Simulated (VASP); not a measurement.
# Li2S (Fm-3m) in VASP: notebook, part 2 of 2

VASP 6.6.1. Earlier steps stand in the parts before.

## Step 3: Relaxation of cell and atoms, r2SCAN+D4

The input, POSCAR:

```
Li2S
1.0
    0.0000000000      2.8445000000      2.8445000000
    2.8445000000      0.0000000000      2.8445000000
    2.8445000000      2.8445000000      0.0000000000
Li S
2 1
Direct
    0.2500000000      0.2500000000      0.2500000000
    0.7500000000      0.7500000000      0.7500000000
    0.0000000000      0.0000000000      0.0000000000
```

The input, INCAR.step1:

```
PREC = Accurate ; ENCUT = 830
ISMEAR = 0 ; SIGMA = 0.01
LREAL = False ; LASPH = True
NELM = 120 ; GGA = PE
ALGO = Normal ; EDIFF = 1E-5
LWAVE = True ; LCHARG = False
GGA_COMPAT = False ; IBRION = 2
ISIF = 3 ; EDIFFG = -0.005
NELMIN = 4 ; NSW = 100
```

The input, INCAR.step2:

```
PREC = Accurate ; ENCUT = 830
EDIFF = 1E-7 ; ISMEAR = 0
SIGMA = 0.01 ; LREAL = False
LASPH = True ; NELM = 120
ALGO = Normal ; ISIF = 3
LWAVE = False ; LCHARG = False
METAGGA = R2SCAN ; LMIXTAU = True
IVDW = 13 ; VDW_S6 = 1.0
VDW_S8 = 0.6018749 ; VDW_A1 = 0.51559235
VDW_A2 = 5.77342911 ; IBRION = 2
NSW = 80 ; EDIFFG = -0.02
ISTART = 1 ; GGA_COMPAT = False
NELMIN = 4
```

The input, KPOINTS:

```
Automatic mesh
0
Gamma
  6 6 6
```

Potentials or basis: VASP PAW PBE potentials, release 64 (Li_sv, S).

On the command line:

```
cat potpaw_PBE.64/Li_sv/POTCAR potpaw_PBE.64/S/POTCAR > POTCAR
cp INCAR.step1 INCAR
mpirun -np 1 vasp_std > vasp.out
cp INCAR.step2 INCAR
mpirun -np 1 vasp_std > vasp.out
```

OUTCAR:

```text
PREC = Accurate
   ENCUT = 830
   EDIFF = 1E-7
   ISMEAR = 0
   LREAL = False
   LASPH = True
   NELM = 120
   ISIF = 3
   METAGGA = R2SCAN
   IVDW = 13
   IBRION = 2
   NSW = 80
   EDIFFG = -0.02
   ISTART = 1
   NELMIN = 4

 ion  position               nearest neighbor table
   1  0.250  0.250  0.250-   3 2.46   3 2.46   3 2.46   3 2.46
   2  0.750  0.750  0.750-   3 2.46   3 2.46   3 2.46   3 2.46
   3  0.000  0.000  0.000-   2 2.46   2 2.46   2 2.46   1 2.46   2 2.46   1 2.46   1 2.46   1 2.46

  LATTYP: Found a face centered cubic cell.
 ALAT       =     5.6890000000

  Lattice vectors:

 A1 = (   0.0000000000,   2.8445000000,   2.8445000000)
 A2 = (   2.8445000000,   0.0000000000,   2.8445000000)
 A3 = (   2.8445000000,   2.8445000000,   0.0000000000)

Analysis of symmetry for initial positions (statically):
=====================================================================
 Subroutine PRICEL returns:
 Original cell was already a primitive cell.

 Routine SETGRP: Setting up the symmetry group for a
 face centered cubic supercell.

 Subroutine GETGRP returns: Found 48 space group operations
 (whereof 48 operations were pure point group operations)
 out of a pool of 48 trial point group operations.

The static configuration has the point symmetry O_h .

[... 131 lines left out ...]
   LHFCALC =     F    Hartree Fock is set to
   AEXX    =    0.0000 exact exchange contribution
   IVDW    =    13    specifies the selected vdW correction
   LEPSILON=     F    determine dielectric tensor
   LRPA    =     F    only Hartree local field effects (RPA)
 conjugate gradient relaxation of ions
 non-spin polarized calculation
 Gauss-broadening in eV      SIGMA  =   0.01
  energy-cutoff  :      830.00
  volume of cell :       46.03
 maximum number of plane-waves:      2529
 NGX is ok and might be reduce to    40
   NGX = 19   NGY = 19   NGZ = 19

--------------------------------------- Ionic step        1  -------------------------------------------

 number of electron      12.0000004 magnetization

 Free energy of the ion-electron system (eV)
  ---------------------------------------------------
  ext. energy  EPLUGINS =         0.00000000
  ---------------------------------------------------
  free energy    TOTEN  =       -17.38392891 eV

  energy without entropy =      -17.38392891  energy(sigma->0) =      -17.38392891

------------------------ aborting loop because EDIFF is reached ----------------------------------------

  DFT-D4 for vdW energy calculation

  Edisp (eV):   -0.13144
[... 73 lines left out ...]
--------------------------------------- Ionic step        3  -------------------------------------------

 number of electron      12.0000005 magnetization

 Free energy of the ion-electron system (eV)
  ---------------------------------------------------
  ext. energy  EPLUGINS =         0.00000000
  ---------------------------------------------------
  free energy    TOTEN  =       -17.38330166 eV

  energy without entropy =      -17.38330166  energy(sigma->0) =      -17.38330166

 E-fermi :   1.4795     XC(G=0):  -8.9883

 val. band max:        1.3102033299   @ k =   0.0000   0.0000   0.0000
 cond. band min:       5.1566784463   @ k =   0.5000   0.5000   0.0000
 fundamental gap:      3.8464751163
 Fermi energy:         1.4794935170

 k-point     1 :       0.0000    0.0000    0.0000
  band No.  band energies     occupation
      1     -44.2656      2.00000
      2     -44.2213      2.00000
      3     -10.2197      2.00000
      4       1.3102      2.00000
      5       1.3102      2.00000
      6       1.3102      2.00000
      7       6.4481      0.00000
      8       8.2257      0.00000
      9       8.2257      0.00000
     10       8.2257      0.00000
[... 227 lines left out ...]
  FREE ENERGIE OF THE ION-ELECTRON SYSTEM (eV)
  ---------------------------------------------------
  free  energy   TOTEN  =       -17.5166487197 eV

  energy  without entropy=      -17.5166487197  energy(sigma->0) =      -17.51664872

 reached required accuracy - stopping structural energy minimisation
```

OUTCAR.step1:

```text
PREC = Accurate
   ENCUT = 830
   ISMEAR = 0
   LREAL = False
   LASPH = True
   NELM = 120
   GGA = PE
   EDIFF = 1E-5
   IBRION = 2
   ISIF = 3
   EDIFFG = -0.005
   NELMIN = 4
[... 312 lines left out ...]

 k-point     1 :       0.0000    0.0000    0.0000
  band No.  band energies     occupation
      1     -42.7324      2.00000
      2     -42.6903      2.00000
      3      -9.5730      2.00000
      4       1.4447      2.00000
      5       1.4447      2.00000
      6       1.4447      2.00000
      7       5.6974      0.00000
      8       7.6739      0.00000
      9       7.6739      0.00000
     10       7.6739      0.00000
[... 223 lines left out ...]
  FREE ENERGIE OF THE ION-ELECTRON SYSTEM (eV)
  ---------------------------------------------------
  free  energy   TOTEN  =       -11.9948032437 eV

  energy  without entropy=      -11.9948032437  energy(sigma->0) =      -11.99480324

 reached required accuracy - stopping structural energy minimisation
```

Wall time 5.8 min (1 thread of Intel Xeon 8259CL, shared host); peak memory 0.26 GiB.

What came out:

```
Free energy                           : -17.5166 eV
Relaxed volume                        : 15.12 Å³/atom
Relaxed cell                          : a = 4.003 Å, b = 4.003 Å, c = 4.003 Å, α = 60.00°, β = 60.00°, γ = 60.00°
Space group after relaxing (to 0.1 Å) : Fm-3m (No. 225)
Energy gained by relaxing             : 0.4 meV/atom
Ionic steps                           : 3
Pressure after relaxing               : 0.0 GPa
Band gap on the k mesh                : 3.85 eV (least direct gap 5.14 eV)
Dispersion energy per atom            : -0.044 eV
```

Step by step:
| step | energy change (eV) | largest force (eV/Å) | pressure (GPa) | volume (Å³) |
| --- | --- | --- | --- | --- |
| 1 | 0.0000 | 0.0000 | -0.61 | 46.03 |
| 2 | -0.0011 | 0.0000 | -0.26 | 45.64 |
| 3 | -0.0013 | 0.0000 | 0.01 | 45.35 |

Final structure:
```xyz
3
Lattice="0.0000 2.8304 2.8304 2.8304 0.0000 2.8304 2.8304 2.8304 0.0000" Properties=species:S:1:pos:R:3 pbc="T T T"
Li    1.4152    1.4152    1.4152
Li    4.2456    4.2456    4.2456
S     0.0000    0.0000    0.0000
```

Levels at points of the mesh, in eV from the valence-band top:
| k point | band 4 | band 5 | band 6 | band 7 | band 8 | band 9 |
| --- | --- | --- | --- | --- | --- | --- |
| (0.00, 0.00, 0.00) | 0.00 | 0.00 | 0.00 | 5.14 | 6.92 | 6.92 |
| (0.50, 0.00, 0.00) | -2.94 | -0.52 | -0.52 | 7.05 | 7.20 | 7.20 |
| (0.50, 0.50, 0.00) | -2.19 | -1.47 | -1.47 | 3.85 | 7.94 | 12.29 |

Caveat: the PAW data sets were made with another functional, which shifts forces and pressure a little. A k mesh can miss the band edges.
